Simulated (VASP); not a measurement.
Input of a VASP 6.6.1 run:

File INCAR:

```
SYSTEM = Pb
PREC = Accurate
ENCUT = 520
EDIFF = 1E-7
ISMEAR = -1
SIGMA = 0.1
LREAL = .FALSE.
LASPH = .TRUE.
NELM = 60
ALGO = Normal
ISIF = 2
LWAVE = .FALSE.
LCHARG = .FALSE.
NBANDS = 28
```

File KPOINTS:

```
regular mesh
0
G
  8 8 11
  0 0 0
```

Contents of POSCAR:

```
Pb
1.0
    5.5736471199      0.0000000000      0.0000000000
   -2.7868235600      4.8269199976      0.0000000000
    0.0000000000      0.0000000000      3.3863080390
Pb
3
Direct
    0.0000000000      1.0000000000      0.0000000000
    0.3333333333      0.6666666667      0.5000000000
    0.6666666667      0.3333333333      0.5000000000
```

Potentials or basis: VASP PAW LDA potentials, release 64 (Pb_d).

Launch:

```sh
$ cat potpaw_LDA.64/Pb_d/POTCAR > POTCAR
$ mpirun -np 1 vasp_std > vasp.out
```

(1) Estimate the band gap on the k mesh.

(2) Estimate the pressure.

Results:

(1) zero (bands 21 and 22 overlap by 3.67 eV).

(2) -1.7 GPa.

Caveat: spin-orbit coupling is left out, which moves the levels of the heavy elements.
